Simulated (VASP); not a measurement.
# Nb in VASP: notebook

Runs on Nb. Level: PBEsol. Tasks: single point.

All numbers are computed with VASP 6.6.1; they aren't measurements. Logs are shortened: lines on timing, memory, paths and dates and some standing lists are left out, and cuts for length are marked.

## Step 1: The cell of the first run

Symmetry: Fm-3m, No. 225, cubic system. The conventional cell has a = 4.299 Å, b = 4.299 Å, c = 4.299 Å, α = 90.00°, β = 90.00°, γ = 90.00°. Nb (site symmetry m-3m) has 12 Nb at 3.04 Å within 4.0 Å.

## Step 2: Single point, PBEsol (volume scaled by 1.05)

INCAR reads:

```
SYSTEM = Nb
ALGO = Normal
EDIFF = 1E-6
ENCUT = 520
GGA = PS
ISIF = 2
ISMEAR = -1
LASPH = .TRUE.
LCHARG = .FALSE.
LREAL = .FALSE.
LWAVE = .FALSE.
NBANDS = 12
NELM = 60
PREC = Accurate
SIGMA = 0.08
```

KPOINTS reads:

```
k-points
0
G
  13 13 13
  0 0 0
```

POSCAR reads:

```
Nb
1.0
    0.0000000000      2.1496782947      2.1496782947
    2.1496782947      0.0000000000      2.1496782947
    2.1496782947      2.1496782947      0.0000000000
Nb
1
Direct
    0.0000000000      0.0000000000      0.0000000000
```

Potentials or basis: VASP PAW PBE potentials, release 64 (Nb_sv).

Command:

```sh
cat potpaw_PBE.64/Nb_sv/POTCAR > POTCAR
mpirun -np 1 vasp_std > vasp.out
```

OUTCAR:

```text
SYSTEM = Nb
   EDIFF = 1E-6
   ENCUT = 520
   GGA = PS
   ISIF = 2
   ISMEAR = -1
   LASPH = .TRUE.
   LREAL = .FALSE.
   NELM = 60
   PREC = Accurate

 ion  position               nearest neighbor table
   1  0.000  0.000  0.000-

  LATTYP: Found a face centered cubic cell.
 ALAT       =     4.2993565894

  Lattice vectors:

 A1 = (   0.0000000000,   2.1496782947,   2.1496782947)
 A2 = (   2.1496782947,   0.0000000000,   2.1496782947)
 A3 = (   2.1496782947,   2.1496782947,   0.0000000000)

Analysis of symmetry for initial positions (statically):
=====================================================================
 Subroutine PRICEL returns:
 Original cell was already a primitive cell.

 Routine SETGRP: Setting up the symmetry group for a
 face centered cubic supercell.

 Subroutine GETGRP returns: Found 48 space group operations
 (whereof 48 operations were pure point group operations)
 out of a pool of 48 trial point group operations.

The static configuration has the point symmetry O_h .

Analysis of symmetry for dynamics (positions and initial velocities):
=====================================================================
 Subroutine PRICEL returns:
 Original cell was already a primitive cell.

 Routine SETGRP: Setting up the symmetry group for a
 face centered cubic supercell.

 Subroutine GETGRP returns: Found 48 space group operations
 (whereof 48 operations were pure point group operations)
 out of a pool of 48 trial point group operations.

The dynamic configuration has the point symmetry O_h .

 Subroutine INISYM returns: Found 48 space group operations
 (whereof 48 operations are pure point group operations),
 and found     1 'primitive' translations

----------------------------------------------------------------------------------------

                                     Primitive cell

  volume of cell :      19.8678

  direct lattice vectors                    reciprocal lattice vectors
     0.000000000  2.149678295  2.149678295    -0.232592943  0.232592943  0.232592943
     2.149678295  0.000000000  2.149678295     0.232592943 -0.232592943  0.232592943
     2.149678295  2.149678295  0.000000000     0.232592943  0.232592943 -0.232592943

  length of vectors
     3.040104199  3.040104199  3.040104199     0.402862794  0.402862794  0.402862794

  position of ions in fractional coordinates (direct lattice)
     0.000000000  0.000000000  0.000000000

  ion indices of the primitive-cell ions
   primitive index   ion index
                 1           1

----------------------------------------------------------------------------------------

 KPOINTS: k-points

Automatic generation of k-mesh.
 Grid dimensions read from file:
 generate k-points for:   13   13   13

 Generating k-lattice:

  Cartesian coordinates                     Fractional coordinates (reciprocal lattice)
    -0.017891765  0.017891765  0.017891765     0.076923077  0.000000000  0.000000000
     0.017891765 -0.017891765  0.017891765     0.000000000  0.076923077  0.000000000
     0.017891765  0.017891765 -0.017891765     0.000000000  0.000000000  0.076923077

  Length of vectors
     0.030989446  0.030989446  0.030989446

  Shift w.r.t. Gamma in fractional coordinates (k-lattice)
     0.000000000  0.000000000  0.000000000

 Subroutine IBZKPT returns following result:
 ===========================================

 Found     84 irreducible k-points:

 Following reciprocal coordinates:
            Coordinates               Weight
  0.000000  0.000000  0.000000      1.000000
  0.076923  0.000000  0.000000      8.000000
  0.153846  0.000000  0.000000      8.000000
  0.230769  0.000000  0.000000      8.000000
  0.307692  0.000000  0.000000      8.000000
  0.384615  0.000000  0.000000      8.000000
[... 16 lines left out ...]
  0.384615  0.153846  0.000000     24.000000
  0.461538  0.153846  0.000000     24.000000
 [... further k-points ...]
   k-points           NKPTS =     84   k-points in BZ     NKDIM =     84   number of bands    NBANDS=     12
   number of dos      NEDOS =    301   number of ions     NIONS =      1
   total plane-waves  NPLWV =  13824
   dimension x,y,z NGX =    24 NGY =   24 NGZ =   24
   dimension x,y,z NGXF=    48 NGYF=   48 NGZF=   48
   ions per type =               1
   NGX,Y,Z   is equivalent  to a cutoff of  13.12, 13.12, 13.12 a.u.
   NGXF,Y,Z  is equivalent  to a cutoff of  26.25, 26.25, 26.25 a.u.
 SYSTEM =  Nb
   PREC   = accura    normal or accurate (medium, high low for compatibility)
   ISTART =      0    job   : 0-new  1-cont  2-samecut
   ICHARG =      2    charge: 1-file 2-atom 10-const
   ISPIN  =      1    spin polarized calculation?
   LNONCOLLINEAR =      F non collinear calculations
   LSORBIT =      F    spin-orbit coupling
   LASPH  =      T    aspherical Exc in radial PAW
   ENCUT  =  520.0 eV  38.22 Ry    6.18 a.u.   5.65  5.65  5.65*2*pi/ulx,y,z
   NELM   =     60;   NELMIN=  2; NELMDL= -5     # of ELM steps
   EDIFF  = 0.1E-05   stopping-criterion for ELM
   LREAL  =      F    real-space projection
   EDIFFG = 0.1E-04   stopping-criterion for IOM
   NSW    =      0    number of steps for IOM
   IBRION =     -1    ionic relax: 0-MD 1-quasi-New 2-CG
   NFREE  =      0    steps in history (QN), initial steepest desc. (CG)
   ISIF   =      2    stress and relaxation
   ISYM   =      2    0-nonsym 1-usesym 2-fastsym
   POTIM  = 0.5000    time-step for ionic-motion
   TEBEG  =    0.0;   TEEND  =   0.0 temperature during run
   PSTRESS=    0.0 pullay stress
   NELECT =      13.0000    total number of electrons
   NUPDOWN=      -1.0000    fix difference up-down
   EMIN   =  10.00;   EMAX   =-10.00  energy-range for DOS
   EFERMI =   0.00;   METHOD = LEGACY
   ISMEAR =    -1;   SIGMA  =   0.08  broadening in eV -4-tet -1-fermi 0-gaus
   EFERMI_NEDOS =   21; number of points for ismear=-14 and -15
   IALGO  =     38    algorithm
   IMIX   =      4    mixing-type and parameters
     AMIX     =   0.40;   BMIX     =  1.00
     AMIX_MAG =   1.60;   BMIX_MAG =  1.00
  volume/ion in A,a.u.               =      19.87       134.07
  Fermi-wavevector in a.u.,A,eV,Ry     =   1.421257  2.685785 27.483363  2.019970
  Thomas-Fermi vector in A             =   2.542085
   LORBIT       =      0    0 simple, 1 ext, 2 COOP (PROOUT), +10 PAW based schemes
   GGA     = PS    functional components
   LHFCALC =     F    Hartree Fock is set to
   AEXX    =    0.0000 exact exchange contribution
   IVDW    =     0    specifies the selected vdW correction
   LEPSILON=     F    determine dielectric tensor
   LRPA    =     F    only Hartree local field effects (RPA)
 non-spin polarized calculation
  energy-cutoff  :      520.00
  volume of cell :       19.87
 maximum number of plane-waves:       548
   NGX = 11   NGY = 11   NGZ = 11

 number of electron      12.9999999 magnetization

 Free energy of the ion-electron system (eV)
  ---------------------------------------------------
  ext. energy  EPLUGINS =         0.00000000
  ---------------------------------------------------
  free energy    TOTEN  =       -10.54243902 eV

  energy without entropy =      -10.50881484  energy(sigma->0) =      -10.52562693

 E-fermi :  10.0447     XC(G=0): -12.1321

 val. band max:       10.0414821978   @ k =   0.4615   0.0000   0.0000
 cond. band min:      10.0885423132   @ k =   0.3846   0.0769   0.0000
 fundamental gap:      0.0470601154
 Fermi energy:        10.0446807674

 k-point     1 :       0.0000    0.0000    0.0000
  band No.  band energies     occupation
      1     -44.7093      2.00000
      2     -20.2114      2.00000
      3     -20.2114      2.00000
      4     -20.2114      2.00000
      5       3.9580      2.00000
      6      10.1953      0.26421
      7      10.1953      0.26421
      8      10.1953      0.26421
      9      12.5850      0.00000
     10      12.5850      0.00000
     11      21.8247      0.00000
     12      26.3135      0.00000

 k-point     2 :       0.0769    0.0000    0.0000
  band No.  band energies     occupation
      1     -44.7006      2.00000
      2     -20.2718      2.00000
      3     -20.2190      2.00000
      4     -20.2190      2.00000
      5       4.1644      2.00000
      6      10.0402      1.02796
      7      10.2885      0.09063
      8      10.2885      0.09063
      9      12.5067      0.00000
     10      12.5067      0.00000
     11      22.2307      0.00000
     12      25.4576      0.00000

 k-point     3 :       0.1538    0.0000    0.0000
  band No.  band energies     occupation
      1     -44.6765      2.00000
      2     -20.4368      2.00000
      3     -20.2400      2.00000
      4     -20.2400      2.00000
      5       4.7370      2.00000
      6       9.6912      1.97619
      7      10.4907      0.00755
      8      10.4907      0.00755
      9      12.3906      0.00000
     10      12.3906      0.00000
     11      23.1358      0.00000
     12      24.1439      0.00000
[... 286 lines left out ...]
 k-point    23 :       0.3846    0.1538    0.0000
  band No.  band energies     occupation
      1     -44.5757      2.00000
      2     -20.9514      2.00000
      3     -20.4051      2.00000
      4     -20.3860      2.00000
      5       6.8336      2.00000
      6       8.9020      2.00000
      7       9.8437      1.84997
      8      11.0054      0.00001
      9      13.6051      0.00000
     10      14.1178      0.00000
     11      21.6999      0.00000
     12      24.2073      0.00000

 k-point    24 :       0.4615    0.1538    0.0000
  band No.  band energies     occupation
      1     -44.5519      2.00000
      2     -21.0824      2.00000
      3     -20.4535      2.00000
      4     -20.3942      2.00000
      5       7.0048      2.00000
      6       9.1250      1.99998
      7      10.0046      1.24556
      8      10.7883      0.00018
      9      14.4777      0.00000
     10      14.8669      0.00000
     11      20.1464      0.00000
     12      23.2853      0.00000

 [... further k-points ...]

------------------------ aborting loop because EDIFF is reached ----------------------------------------

  FORCE on cell =-STRESS in cart. coord.  units (eV):
  Direction    XX          YY          ZZ          XY          YZ          ZX
  --------------------------------------------------------------------------------------
  -------------------------------------------------------------------------------------
  Total       -1.6876895     -1.6876895     -1.6876895     -0.0000000      0.0000000     -0.0000000
  in kB     -136.0983066   -136.0983066   -136.0983066     -0.0000000      0.0000000     -0.0000000
  external PRESSURE =    -136.0983066 kB  Pullay stress =       0.0000000 kB

 VOLUME and BASIS-vectors are now :
 -----------------------------------------------------------------------------
  energy-cutoff  :      520.00
  volume of cell :       19.87
      direct lattice vectors                 reciprocal lattice vectors
     0.000000000  2.149678295  2.149678295    -0.232592943  0.232592943  0.232592943
     2.149678295  0.000000000  2.149678295     0.232592943 -0.232592943  0.232592943
     2.149678295  2.149678295  0.000000000     0.232592943  0.232592943 -0.232592943

 POSITION                                       TOTAL-FORCE (eV/Angst)
 -----------------------------------------------------------------------------------
      0.00000      0.00000      0.00000         0.000000      0.000000      0.000000
 -----------------------------------------------------------------------------------
    total drift:                                0.000000     -0.000000     -0.000000

  FREE ENERGIE OF THE ION-ELECTRON SYSTEM (eV)
  ---------------------------------------------------
  free  energy   TOTEN  =       -10.5424390240 eV

  energy  without entropy=      -10.5088148392  energy(sigma->0) =      -10.52562693
```

Run time: 30 s. Hardware: 1 thread of Intel Xeon 8259CL, shared host; peak memory 0.15 GiB.

Results:

```yaml
Free_energy: -10.5424 eV
Pressure: -13.6 GPa
```

Caveat: the PAW data sets were made with another functional, which shifts forces and pressure a little.

## Step 3: Single point, PBEsol (volume scaled by 1.02)

INCAR reads:

```
PREC     = Accurate       # precision mode
ENCUT    = 520            # plane-wave cutoff, eV
EDIFF    = 1E-6           # SCF threshold, eV
ISMEAR   = -1             # smearing method
SIGMA    = 0.08           # smearing width, eV
LREAL    = False          # projectors in reciprocal space
LASPH    = True           # aspherical terms in the spheres
NELM     = 80             # most SCF steps
ALGO     = Normal         # electronic algorithm
ISIF     = 2              # what is computed and relaxed
LWAVE    = False          # write WAVECAR
LCHARG   = False          # write CHGCAR
GGA      = PS             # functional
NBANDS   = 12             # bands
```

KPOINTS reads:

```
Automatic mesh
0
Gamma
  13 13 13
```

POSCAR reads:

```
Nb
1.0
    0.0000000000      2.1290070307      2.1290070307
    2.1290070307      0.0000000000      2.1290070307
    2.1290070307      2.1290070307      0.0000000000
Nb
1
Direct
    0.0000000000      0.0000000000      0.0000000000
```

Potentials or basis: VASP PAW PBE potentials, release 64 (Nb_sv).

Command:

```sh
cat potpaw_PBE.64/Nb_sv/POTCAR > POTCAR
mpirun -np 1 vasp_std > vasp.out
```

Run time: 29 s. Hardware: 1 thread of Intel Xeon 8259CL, shared host; peak memory 0.15 GiB.

The run converged. Its results:

* Free energy: -10.5836 eV
* Pressure: -9.8 GPa

Levels at points of the mesh, in eV from the Fermi level:
```tsv
k point	band 4	band 5	band 6	band 7	band 8	band 9
(0.00, 0.00, 0.00)	-30.17	-6.16	0.14	0.14	0.14	2.63
```

Caveat: the PAW data sets were made with another functional, which shifts forces and pressure a little.

[end of part 1 of 2]
